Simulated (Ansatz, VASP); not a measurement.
## One calculation of SrTiO3, two programs

The input INCAR:

```
SYSTEM = SrTiO3
ALGO     = Normal         ! electronic algorithm
EDIFF    = 1E-6           ! SCF threshold, eV
EDIFFG   = -0.002         ! ionic threshold
ENCUT    = 600            ! plane-wave cutoff, eV
GGA      = PE             ! functional
IBRION   = 2              ! ionic algorithm
ISIF     = 3              ! what is computed and relaxed
ISMEAR   = 0              ! smearing method
LASPH    = .TRUE.         ! aspherical terms in the spheres
LCHARG   = .FALSE.        ! write CHGCAR
LREAL    = .FALSE.        ! projectors in reciprocal space
LWAVE    = .FALSE.        ! write WAVECAR
NELM     = 100            ! most SCF steps
NSW      = 100            ! ionic steps
PREC     = Accurate       ! precision mode
SIGMA    = 0.02           ! smearing width, eV
```

File KPOINTS:

```
k-points
0
G
  8 8 8
  0 0 0
```

File POSCAR:

```
SrTiO3
1.0
    3.9052800000      0.0000000000      0.0000000000
    0.0000000000      3.9052800000      0.0000000000
    0.0000000000      0.0000000000      3.9052800000
Sr Ti O
1 1 3
Direct
    0.5000000000      0.5000000000      0.5000000000
    0.0000000000      0.0000000000      0.0000000000
    0.5000000000      0.0000000000      0.0000000000
    0.0000000000      0.5000000000      0.0000000000
    0.0000000000      0.0000000000      0.5000000000
```

Input for Ansatz:

```yaml
crystal:
  lattice:
    - [3.90528, 0.0, 0.0]
    - [0.0, 3.90528, 0.0]
    - [0.0, 0.0, 3.90528]
  atoms:
    - { symbol: Sr, position: [0.5, 0.5, 0.5] }
    - { symbol: Ti, position: [0.0, 0.0, 0.0] }
    - { symbol: O, position: [0.5, 0.0, 0.0] }
    - { symbol: O, position: [0.0, 0.5, 0.0] }
    - { symbol: O, position: [0.0, 0.0, 0.5] }
basis:
  ecutwfc: 600.0
kpoints:
  mp_grid: { grid: [8, 8, 8] }
hamiltonian:
  xc: pbe
  pseudopotentials: { kind: paw }
scf:
  occupations: { method: gaussian, width: 0.02 }
output:
  forces: true
  stress: true
  eigenvalues: true
  write_density: true
  write_potential: true
  elf: true
  volumetric_format: npy
relax:
  adjacent_minimum: "off"
  f_tol: 0.002
  max_steps: 80
  cell: { stress_tol: 0.02 }
```

Alike in both runs: task relaxation of cell and atoms; functional PBE; k mesh 8 × 8 × 8; occupations gaussian, width 0.02 eV; no spin polarisation.

```csv
,VASP,Ansatz
version,VASP 6.6.1,Ansatz 0.2.0
potentials or method,"VASP PAW PBE potentials, release 64 (Sr_sv, Ti_sv, O), cutoff 600 eV","scalar-relativistic, plane waves, PAW"
valence electrons in the cell,40,40
```

```tsv
	VASP	Ansatz	Ansatz less VASP
gap on the k mesh at the Fermi level, each at its own relaxed structure (eV)	1.81	1.84	+0.035
relaxed volume (Å³/atom)	12.23	12.20	-0.037
relaxed cell length with the largest relative difference (Å)	3.940	3.936	-0.0039
```
